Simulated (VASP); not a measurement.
## Cu: single point with PBEsol

The system is Cu.

```xyz
2
Lattice="1.2815 -3.7417 0.0000 1.2815 3.7417 0.0000 0.0000 0.0000 2.4676" Properties=species:S:1:pos:R:3 pbc="T T T"
Cu    1.2815    2.7400    0.6169
Cu    1.2815   -2.7400    1.8507
```

This cell differs from its parent crystal: normal strain along x +0.0550, normal strain along y -0.0550.

* Program: VASP 6.6.1
* Task: single point
* Functional: PBEsol
* Potentials or basis: VASP PAW PBE potentials, release 64 (Cu)
* Cutoff: 520 eV
* k mesh: 20 × 20 × 18
* Occupations: gaussian, width 0.15 eV
* Spin: no spin polarisation

```json
{"Pressure": "3.7 GPa", "Largest force": "0.414 eV/Å", "Band gap on the k mesh": "zero (bands 11 and 12 overlap by 5.21 eV)"}
```

Forces on the atoms (eV/Å):
```
Cu   0.000 -0.414  0.000
Cu   0.000  0.414  0.000
```

Stress tensor (GPa, compression positive):
```
-8.52  0.00  0.00
 0.00 12.43  0.00
 0.00  0.00  7.18
```

Levels at points of the mesh, in eV from the Fermi level:
| k point | band 7 | band 8 | band 9 | band 10 | band 11 | band 12 | band 13 | band 14 | band 15 | band 16 |
| --- | --- | --- | --- | --- | --- | --- | --- | --- | --- | --- |
| (0.00, 0.00, 0.00) | -2.59 | -2.28 | -2.00 | -1.82 | -1.37 | 0.87 | 6.21 | 14.75 | 16.26 | 17.13 |
| (0.50, 0.00, 0.00) | -2.72 | -2.54 | -2.09 | -1.59 | -0.84 | 0.70 | 2.39 | 6.94 | 14.12 | 16.83 |
| (0.50, 0.50, 0.00) | -2.52 | -2.30 | -2.29 | -2.15 | -1.66 | -1.54 | 12.91 | 16.20 | 17.38 | 18.08 |
| (0.00, 0.00, 0.50) | -2.96 | -2.96 | -1.73 | -1.73 | -0.02 | -0.02 | 9.29 | 9.29 | 10.70 | 10.70 |
| (0.50, 0.00, 0.50) | -1.82 | -1.82 | -1.47 | -1.47 | 3.17 | 3.17 | 7.20 | 7.20 | 9.49 | 9.49 |
| (0.50, 0.50, 0.50) | -2.17 | -2.17 | -1.56 | -1.56 | -0.84 | -0.84 | 4.08 | 4.08 | 20.51 | 20.51 |

Run time: 12 min on 1 thread of Intel Xeon 8259CL, on a shared host, peak memory 0.47 GiB.

Caveat: the cell differs from its parent crystal (normal strain along x +0.0550, normal strain along y -0.0550); the stress differs along the axes, from -9 to 12 GPa; the PAW data sets were made with another functional, which shifts forces and pressure a little.
